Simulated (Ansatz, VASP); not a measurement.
One calculation of NaCl, two programs

```
CELL_PARAMETERS angstrom
-0.01366 2.72536 2.72536
2.72536 -0.01366 2.72536
2.72536 2.72536 -0.01366
ATOMIC_POSITIONS crystal
Na 0.00000 0.00000 0.00000
Cl 0.50000 0.50000 0.50000
```

Change from the starting cell: equal xy, yz and zx engineering shears of -0.5 %.

Alike in both runs: task relaxation of the atoms; functional LDA; k mesh 8 × 8 × 8; no spin polarisation.

```csv
,VASP,Ansatz
version,VASP 6.6.1,Ansatz 0.2.0
potentials or method,"VASP PAW LDA potentials, release 64 (Na_pv, Cl), cutoff 520 eV","all-electron LAPW, scalar-relativistic"
occupations,"gaussian, width 0.01 eV",fixed
```

```tsv
	VASP	Ansatz	Ansatz less VASP
gap on the k mesh at the Fermi level, each at its own relaxed structure (eV)	5.06	5.05	-0.005
```

LDA's correlation is that of Perdew and Zunger in VASP and of Perdew and Wang (1992) in Ansatz. Ansatz ran all-electron here, and VASP with PAW potentials.

Noted on VASP's run: the relaxation stopped at its first step, so nothing moved.
